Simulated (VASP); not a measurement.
Input of a VASP 6.6.1 run:

The input INCAR:

```
SYSTEM = La
ALGO = Normal ; EDIFF = 1E-6
ENCUT = 520 ; GGA = CA
ISIF = 2 ; ISMEAR = -1
LASPH = .TRUE. ; LCHARG = .FALSE.
LREAL = .FALSE. ; LWAVE = .FALSE.
NBANDS = 18 ; NELM = 100
PREC = Accurate ; SIGMA = 0.08
```

KPOINTS

```
k-points
0
G
  10 10 10
  0 0 0
```

The input POSCAR:

```
La
1.0
    0.0000000000      3.2030308299      3.2030308299
    3.2030308299      0.0000000000      3.2030308299
    3.2030308299      3.2030308299      0.0000000000
La
2
Direct
   -0.1250000000     -0.1250000000     -0.1250000000
    0.1250000000      0.1250000000      0.1250000000
```

Potentials or basis: VASP PAW LDA potentials, release 64 (La).

Run with:

```sh
$ cat potpaw_LDA.64/La/POTCAR > POTCAR
$ mpirun -np 1 vasp_std > vasp.out
```

(1) Estimate the band gap on the k mesh.

(2) What does it give for the pressure?

## Answers

(1) zero (bands 11 and 12 overlap by 0.20 eV).

(2) 3.4 GPa.

Caveat: the cell stands under pressure; spin-orbit coupling is left out, which moves the levels of the heavy elements.
